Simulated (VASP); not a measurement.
# GaN (I-4m2) in VASP: a series of runs

Runs on GaN. Level: PBE. Tasks: single point.

Program: VASP 6.6.1. These are calculated values, not measurements. Logs are shortened: lines on timing, memory, paths and dates and some standing lists are left out, and cuts for length are marked.

### 1 The cell of the first run

Symmetry: I-4m2, No. 119, tetragonal system. The conventional cell has a = 3.313 Å, b = 3.313 Å, c = 4.402 Å, α = 90.00°, β = 90.00°, γ = 90.00°. Ga (site symmetry -4m2) has 4 N at 1.99 Å within 2.6 Å. N (site symmetry -4m2) has 4 Ga at 1.99 Å within 2.6 Å.

### 2 Single point, PBE (biaxial strain in the a-b plane: +3.0 %, then relaxed in part)

Contents of INCAR:

```
SYSTEM = GaN
PREC     = Accurate       ! precision mode
ENCUT    = 520            ! plane-wave cutoff, eV
EDIFF    = 1E-6           ! SCF threshold, eV
ISMEAR   = 0              ! smearing method
SIGMA    = 0.02           ! smearing width, eV
LREAL    = .False.        ! projectors in reciprocal space
LASPH    = .True.         ! aspherical terms in the spheres
NELM     = 80             ! most SCF steps
ALGO     = Normal         ! electronic algorithm
ISIF     = 2              ! what is computed and relaxed
LWAVE    = .False.        ! write WAVECAR
LCHARG   = .False.        ! write CHGCAR
GGA      = PE             ! functional
NBANDS   = 26             ! bands
```

Contents of KPOINTS:

```
Automatic mesh
0
Gamma
  8 8 6
  0 0 0
```

Contents of POSCAR:

```
GaN
1.0
    2.3424656488      2.3424656488      0.0000000000
   -2.3424656488      2.3424656488      0.0000000000
    0.0000000000      0.0000000000      4.4018080589
Ga N
2 2
Direct
    0.0000000000      0.0000000000      0.0000000000
    0.5000000000      0.5000000000      0.5000000000
    0.5000000000      0.0000000000      0.2500000000
    0.0000000000      0.5000000000      0.7500000000
```

Potentials or basis: VASP PAW PBE potentials, release 64 (Ga_d, N).

On the command line:

```sh
> cat potpaw_PBE.64/Ga_d/POTCAR potpaw_PBE.64/N/POTCAR > POTCAR
> mpirun -np 1 vasp_std > vasp.out
```

OUTCAR:

```text
SYSTEM = GaN
   PREC = Accurate
   ENCUT = 520
   EDIFF = 1E-6
   ISMEAR = 0
   LREAL = .False.
   LASPH = .True.
   NELM = 80
   ISIF = 2
   GGA = PE

 ion  position               nearest neighbor table
   1  0.000  0.000  0.000-   3 1.99   4 1.99   4 1.99   3 1.99
   2  0.500  0.500  0.500-   3 1.99   4 1.99   3 1.99   4 1.99
   3  0.500  0.000  0.250-   1 1.99   2 1.99   2 1.99   1 1.99
   4  0.000  0.500  0.750-   1 1.99   2 1.99   1 1.99   2 1.99

  LATTYP: Found a simple tetragonal cell.
 ALAT       =     3.3127466899
 C/A-ratio  =     1.3287487607

  Lattice vectors:

 A1 = (   2.3424656488,   2.3424656488,   0.0000000000)
 A2 = (  -2.3424656488,   2.3424656488,   0.0000000000)
 A3 = (   0.0000000000,   0.0000000000,   4.4018080589)

Analysis of symmetry for initial positions (statically):
=====================================================================
 Subroutine PRICEL returns following result:

  LATTYP: Found a body centered tetragonal cell.
 ALAT       =     3.3127466899
 C/A-ratio  =     1.3287487607

  Lattice vectors:

 A1 = (   0.0000000000,  -2.3424656488,  -2.2009040295)
 A2 = (   0.0000000000,   2.3424656488,  -2.2009040294)
 A3 = (   2.3424656488,   0.0000000000,   2.2009040295)

   2 primitive cells build up your supercell.

 Routine SETGRP: Setting up the symmetry group for a
 simple tetragonal supercell.

 Subroutine GETGRP returns: Found  8 space group operations
 (whereof  8 operations were pure point group operations)
 out of a pool of 16 trial point group operations.

The static configuration has the point symmetry D_2d.

Analysis of symmetry for dynamics (positions and initial velocities):
=====================================================================
 Subroutine PRICEL returns following result:

  LATTYP: Found a body centered tetragonal cell.
 ALAT       =     3.3127466899
 C/A-ratio  =     1.3287487607

  Lattice vectors:

 A1 = (   0.0000000000,  -2.3424656488,  -2.2009040295)
 A2 = (   0.0000000000,   2.3424656488,  -2.2009040294)
 A3 = (   2.3424656488,   0.0000000000,   2.2009040295)

   2 primitive cells build up your supercell.

 Routine SETGRP: Setting up the symmetry group for a
 simple tetragonal supercell.

 Subroutine GETGRP returns: Found  8 space group operations
 (whereof  8 operations were pure point group operations)
 out of a pool of 16 trial point group operations.

The dynamic configuration has the point symmetry D_2d.

 Subroutine INISYM returns: Found  8 space group operations
 (whereof  8 operations are pure point group operations),
 and found     2 'primitive' translations

----------------------------------------------------------------------------------------

                                     Primitive cell

  volume of cell :      24.1534

  direct lattice vectors                    reciprocal lattice vectors
     0.000000000 -2.342465649 -2.200904029     0.213450302 -0.213450302 -0.227179374
     0.000000000  2.342465649 -2.200904029     0.213450302  0.213450302 -0.227179374
     2.342465649  0.000000000  2.200904029     0.426900604  0.000000000  0.000000000

  length of vectors
     3.214206568  3.214206568  3.214206568     0.377799591  0.377799591  0.426900604

  position of ions in fractional coordinates (direct lattice)
     0.000000000  0.000000000  0.000000000
     0.750000000  0.250000000  0.500000000

  ion indices of the primitive-cell ions
   primitive index   ion index
                 1           1
                 2           3

----------------------------------------------------------------------------------------

 KPOINTS: Automatic mesh

Automatic generation of k-mesh.
 Grid dimensions read from file:
 generate k-points for:    8    8    6

 Generating k-lattice:

  Cartesian coordinates                     Fractional coordinates (reciprocal lattice)
     0.026681288  0.026681288  0.000000000     0.125000000  0.000000000  0.000000000
    -0.026681288  0.026681288  0.000000000     0.000000000  0.125000000  0.000000000
     0.000000000  0.000000000  0.037863229     0.000000000  0.000000000  0.166666667

  Length of vectors
     0.037733039  0.037733039  0.037863229

  Shift w.r.t. Gamma in fractional coordinates (k-lattice)
     0.000000000  0.000000000  0.000000000

 Subroutine IBZKPT returns following result:
 ===========================================

 Found     60 irreducible k-points:

 Following reciprocal coordinates:
            Coordinates               Weight
  0.000000  0.000000  0.000000      1.000000
  0.125000  0.000000  0.000000      4.000000
  0.250000  0.000000  0.000000      4.000000
  0.375000  0.000000  0.000000      4.000000
  0.500000  0.000000  0.000000      2.000000
  0.125000  0.125000  0.000000      4.000000
[... 16 lines left out ...]
  0.375000  0.125000  0.166667     16.000000
  0.500000  0.125000  0.166667      8.000000
 [... further k-points ...]
   k-points           NKPTS =     60   k-points in BZ     NKDIM =     60   number of bands    NBANDS=     26
   number of dos      NEDOS =    301   number of ions     NIONS =      4
   total plane-waves  NPLWV =  28224
   dimension x,y,z NGX =    28 NGY =   28 NGZ =   36
   dimension x,y,z NGXF=    56 NGYF=   56 NGZF=   72
   ions per type =               2   2
   NGX,Y,Z   is equivalent  to a cutoff of  14.05, 14.05, 13.60 a.u.
   NGXF,Y,Z  is equivalent  to a cutoff of  28.10, 28.10, 27.19 a.u.
 SYSTEM =  GaN
   PREC   = accura    normal or accurate (medium, high low for compatibility)
   ISTART =      0    job   : 0-new  1-cont  2-samecut
   ICHARG =      2    charge: 1-file 2-atom 10-const
   ISPIN  =      1    spin polarized calculation?
   LNONCOLLINEAR =      F non collinear calculations
   LSORBIT =      F    spin-orbit coupling
   LASPH  =      T    aspherical Exc in radial PAW
   ENCUT  =  520.0 eV  38.22 Ry    6.18 a.u.   6.16  6.16  8.18*2*pi/ulx,y,z
   NELM   =     80;   NELMIN=  2; NELMDL= -5     # of ELM steps
   EDIFF  = 0.1E-05   stopping-criterion for ELM
   LREAL  =      F    real-space projection
   EDIFFG = 0.1E-04   stopping-criterion for IOM
   NSW    =      0    number of steps for IOM
   IBRION =     -1    ionic relax: 0-MD 1-quasi-New 2-CG
   NFREE  =      0    steps in history (QN), initial steepest desc. (CG)
   ISIF   =      2    stress and relaxation
   ISYM   =      2    0-nonsym 1-usesym 2-fastsym
   POTIM  = 0.5000    time-step for ionic-motion
   TEBEG  =    0.0;   TEEND  =   0.0 temperature during run
   PSTRESS=    0.0 pullay stress
   NELECT =      36.0000    total number of electrons
   NUPDOWN=      -1.0000    fix difference up-down
   EMIN   =  10.00;   EMAX   =-10.00  energy-range for DOS
   EFERMI =   0.00;   METHOD = LEGACY
   ISMEAR =     0;   SIGMA  =   0.02  broadening in eV -4-tet -1-fermi 0-gaus
   EFERMI_NEDOS =   21; number of points for ismear=-14 and -15
   IALGO  =     38    algorithm
   IMIX   =      4    mixing-type and parameters
     AMIX     =   0.40;   BMIX     =  1.00
     AMIX_MAG =   1.60;   BMIX_MAG =  1.00
  volume/ion in A,a.u.               =      12.08        81.50
  Fermi-wavevector in a.u.,A,eV,Ry     =   1.484248  2.804822 29.973528  2.202992
  Thomas-Fermi vector in A             =   2.597809
   LORBIT       =      0    0 simple, 1 ext, 2 COOP (PROOUT), +10 PAW based schemes
   GGA     = PE    functional components
   LHFCALC =     F    Hartree Fock is set to
   AEXX    =    0.0000 exact exchange contribution
   IVDW    =     0    specifies the selected vdW correction
   LEPSILON=     F    determine dielectric tensor
   LRPA    =     F    only Hartree local field effects (RPA)
 non-spin polarized calculation
 Gauss-broadening in eV      SIGMA  =   0.02
  energy-cutoff  :      520.00
  volume of cell :       48.31
 maximum number of plane-waves:      1328
 NGX is ok and might be reduce to    28
   NGX = 13   NGY = 13   NGZ = 17

 number of electron      35.9999998 magnetization

 Free energy of the ion-electron system (eV)
  ---------------------------------------------------
  ext. energy  EPLUGINS =         0.00000000
  ---------------------------------------------------
  free energy    TOTEN  =       -24.24725322 eV

  energy without entropy =      -24.24725322  energy(sigma->0) =      -24.24725322

 E-fermi :   5.0550     XC(G=0): -11.3863

 val. band max:        4.8802610965   @ k =   0.0000   0.0000   0.0000
 cond. band min:       6.0783097043   @ k =   0.0000   0.0000   0.0000
 fundamental gap:      1.1980486078
 Fermi energy:         5.0550272966

 k-point     1 :       0.0000    0.0000    0.0000
  band No.  band energies     occupation
      1     -10.7688      2.00000
      2      -9.9191      2.00000
      3      -8.7213      2.00000
      4      -8.7213      2.00000
      5      -8.6637      2.00000
      6      -8.6505      2.00000
[... 18 lines left out ...]
     25      16.5828      0.00000
     26      17.8963      0.00000

 k-point     2 :       0.1250    0.0000    0.0000
  band No.  band energies     occupation
      1     -10.6706      2.00000
      2      -9.9171      2.00000
      3      -8.7110      2.00000
      4      -8.6783      2.00000
      5      -8.6487      2.00000
      6      -8.6370      2.00000
[... 18 lines left out ...]
     25      16.4393      0.00000
     26      17.5150      0.00000

 k-point     3 :       0.2500    0.0000    0.0000
  band No.  band energies     occupation
      1     -10.4283      2.00000
      2      -9.9201      2.00000
      3      -8.6822      2.00000
      4      -8.6273      2.00000
      5      -8.6127      2.00000
      6      -8.4985      2.00000
[... 18 lines left out ...]
     25      15.8584      0.00000
     26      16.8689      0.00000

 k-point     4 :       0.3750    0.0000    0.0000
  band No.  band energies     occupation
      1     -10.1777      2.00000
      2      -9.9465      2.00000
      3      -8.6402      2.00000
      4      -8.6090      2.00000
      5      -8.6060      2.00000
      6      -8.5409      2.00000
[... 18 lines left out ...]
     25      15.3092      0.00000
     26      16.1158      0.00000
[... 496 lines left out ...]
      1     -10.3075      2.00000
      2      -9.9287      2.00000
      3      -8.6559      2.00000
      4      -8.6167      2.00000
      5      -8.5986      2.00000
      6      -8.5528      2.00000
[... 18 lines left out ...]
     25      15.7911      0.00000
     26      16.6601      0.00000

 k-point    23 :       0.3750    0.1250    0.1667
  band No.  band energies     occupation
      1     -10.1189      2.00000
      2      -9.9482      2.00000
      3      -8.6325      2.00000
      4      -8.6067      2.00000
      5      -8.5874      2.00000
      6      -8.5565      2.00000
[... 18 lines left out ...]
     25      15.8877      0.00000
     26      16.3108      0.00000

 k-point    24 :       0.5000    0.1250    0.1667
  band No.  band energies     occupation
      1     -10.0035      2.00000
      2     -10.0035      2.00000
      3      -8.6146      2.00000
      4      -8.6146      2.00000
      5      -8.5734      2.00000
      6      -8.5734      2.00000
[... 18 lines left out ...]
     25      16.0031      0.00000
     26      16.0031      0.00000

 [... further k-points ...]
[... 5 lines left out ...]
  --------------------------------------------------------------------------------------
  -------------------------------------------------------------------------------------
  Total       -1.9755809     -1.9755809      0.0568816      0.0000000      0.0000000      0.0000000
  in kB      -65.5236140    -65.5236140      1.8865779      0.0000000      0.0000000      0.0000000
  external PRESSURE =     -43.0535500 kB  Pullay stress =       0.0000000 kB

 VOLUME and BASIS-vectors are now :
 -----------------------------------------------------------------------------
  energy-cutoff  :      520.00
  volume of cell :       48.31
      direct lattice vectors                 reciprocal lattice vectors
     2.342465649  2.342465649  0.000000000     0.213450302  0.213450302  0.000000000
    -2.342465649  2.342465649  0.000000000    -0.213450302  0.213450302  0.000000000
     0.000000000  0.000000000  4.401808059     0.000000000  0.000000000  0.227179374

 POSITION                                       TOTAL-FORCE (eV/Angst)
 -----------------------------------------------------------------------------------
      0.00000      0.00000      0.00000        -0.000000     -0.000000     -0.000000
      0.00000      2.34247      2.20090        -0.000000     -0.000000      0.000000
      1.17123      1.17123      1.10045         0.000000      0.000000     -0.000000
     -1.17123      1.17123      3.30136         0.000000      0.000000     -0.000000
 -----------------------------------------------------------------------------------
    total drift:                               -0.000000      0.000000      0.000000

  FREE ENERGIE OF THE ION-ELECTRON SYSTEM (eV)
  ---------------------------------------------------
  free  energy   TOTEN  =       -24.2472532162 eV

  energy  without entropy=      -24.2472532162  energy(sigma->0) =      -24.24725322
```

Run time: 2.1 min. Hardware: 1 thread of Intel Xeon 8259CL, shared host; peak memory 0.21 GiB.

What came out:

```
Free energy            : -24.2473 eV
Pressure               : -4.3 GPa
Band gap on the k mesh : 1.20 eV
```

Stress tensor (GPa, compression positive):
```
-6.55  0.00  0.00
 0.00 -6.55  0.00
 0.00  0.00  0.19
```

Caveat: the cell differs from its parent crystal (biaxial strain in the a-b plane: +3.0 %, then relaxed in part); the cell stands under tension.

(Continued in part 2 of 2.)
